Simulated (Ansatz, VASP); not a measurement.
AgCl in VASP and in Ansatz

```
Ag Cl
1.0
     0.00000    2.77315    2.77315
     2.77315    0.00000    2.77315
     2.77315    2.77315    0.00000
Ag Cl
1 1
Direct
  0.50902 0.50902 0.49098
  0.00000 0.00000 0.00000
```

Change from the starting cell: all Ag atoms moved -0.050 Å, as atom 1 towards its neighbour atom 2 (Cl) at 2.773 Å.

Alike in both runs: task single point; functional LDA; k mesh 8 × 8 × 8; occupations gaussian, width 0.05 eV; no spin polarisation.

```csv
,VASP,Ansatz
version,VASP 6.6.1,Ansatz 0.2.0
potentials or method,"VASP PAW LDA potentials, release 64 (Ag, Cl), cutoff 520 eV","scalar-relativistic, plane waves, PAW"
valence electrons in the cell,18,26
```

```csv
,VASP,Ansatz,Ansatz less VASP
gap on the k mesh at the Fermi level (eV),0.65,0.62,-0.028
least direct gap on the mesh (eV),2.83,2.80,-0.028
pressure (GPa),-5.5,-5.5,0.00
"traceless stress, the component that is largest in VASP (GPa)",0.07,0.07,-0.001
rms of the force components (eV/Å),0.017,0.017,-0.0005
```

LDA's correlation is that of Perdew and Zunger in VASP and of Perdew and Wang (1992) in Ansatz. Atom by atom the forces differ by 0.000 eV/Å (rms over components). VASP's potentials hold 18 valence electrons a cell and Ansatz's 26, so a difference there can come from the potentials and not from the codes.
